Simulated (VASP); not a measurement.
Write the native input for VASP 6.6.1 that does the following.

```yaml
Task: single point
Functional: LDA
Potentials_or_basis: VASP PAW LDA potentials, release 64 (C)
Cutoff: 520 eV
k_mesh: 18 × 18 × 18
Occupations: gaussian, width 0.02 eV
Spin: no spin polarisation
Dipole_correction: no
Further_INCAR_settings: ALGO = Normal; EDIFF = 1e-06; NBANDS = 11
```

The structure of C lies in POSCAR:

```
C
1.0
    0.0000000000      2.1167060736      3.3609645910
    1.2227775230      0.0000000000      3.3609645910
    1.2227775230      2.1167060736      0.0000000000
C
2
Direct
    0.1667000688      0.8332999312      0.1667000688
    0.8332999312      0.1667000688      0.8332999312
```

These files were run (other wordings do the same):

INCAR

```
ALGO = Normal
EDIFF = 1E-6
ENCUT = 520
GGA = CA
ISIF = 2
ISMEAR = 0
LASPH = True
LCHARG = True
LELF = True
LREAL = False
LVHAR = True
LWAVE = False
NBANDS = 11
NELM = 100
PREC = Accurate
SIGMA = 0.02
```

KPOINTS

```
k-points
0
Gamma
  18 18 18
```

Potentials or basis: VASP PAW LDA potentials, release 64 (C).

The run is started by

```bash
$ cat potpaw_LDA.64/C/POTCAR > POTCAR
$ mpirun -np 1 vasp_std > vasp.out
```

Results of the run:

```json
{
  "Pressure": "0.8 GPa",
  "Band gap on the k mesh": "0.08 eV, indirect (least direct gap 0.16 eV)"
}
```

Run time: 70 s on 1 thread of Intel(R) Xeon(R) 6975P-C (Granite Rapids) (shared host), peak memory 0.23 GiB.
